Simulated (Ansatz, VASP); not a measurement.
Two plane-wave programs on N

Contents of INCAR:

```
SYSTEM = N
ALGO = Normal
EDIFF = 1E-6
ENCUT = 520
GGA = PS
ISIF = 2
ISMEAR = -1
LASPH = .True.
LCHARG = .False.
LREAL = .False.
LWAVE = .False.
NBANDS = 12
NELM = 80
PREC = Accurate
SIGMA = 0.1
```

The input KPOINTS:

```
k-points
0
Gamma
  8 8 7
  0 0 0
```

POSCAR

```
N
1.0
    2.5194740000      0.0000000000      0.0000000000
   -1.2597370000      2.1819280000      0.0000000000
    0.0000000000      0.0000000000      2.4460020000
N
2
Direct
    0.6666666667      0.3333333333      0.2500000000
    0.3333333333      0.6666666667      0.7500000000
```

Input for Ansatz:

```yaml
crystal:
  lattice:
    - [2.519474, 0.0, 0.0]
    - [-1.259737, 2.181928, 0.0]
    - [0.0, 0.0, 2.446002]
  atoms:
    - { symbol: "N", position: [0.6666666666666666, 0.3333333333333333, 0.25] }
    - { symbol: "N", position: [0.3333333333333333, 0.6666666666666666, 0.75] }
accuracy: low
basis:
  ecutwfc: 500.0
kpoints:
  mp_grid:
    grid: [8, 8, 7]
hamiltonian:
  xc: pbesol
scf:
  occupations:
    method: fermi_dirac
    width: 0.1
output:
  stress: true
```

Alike in both runs: task single point; functional PBEsol; k mesh 8 × 8 × 7; occupations fermi-dirac, width 0.1 eV; no spin polarisation.

|  | VASP | Ansatz |
| --- | --- | --- |
| version | VASP 6.6.1 | Ansatz 0.2.0 |
| potentials or method | VASP PAW PBE potentials, release 64 (N), cutoff 520 eV | plane waves, PAW |
| valence electrons in the cell | 10 | 10 |

```csv
,VASP,Ansatz,Ansatz less VASP
pressure (GPa),-1.4,-1.5,-0.09
"traceless stress, the component that is largest in VASP (GPa)",-8.79,-8.90,-0.112
```

VASP's potentials were made for PBE, not for PBEsol.

The k mesh is coarse, so the values compare programs but aren't converged.
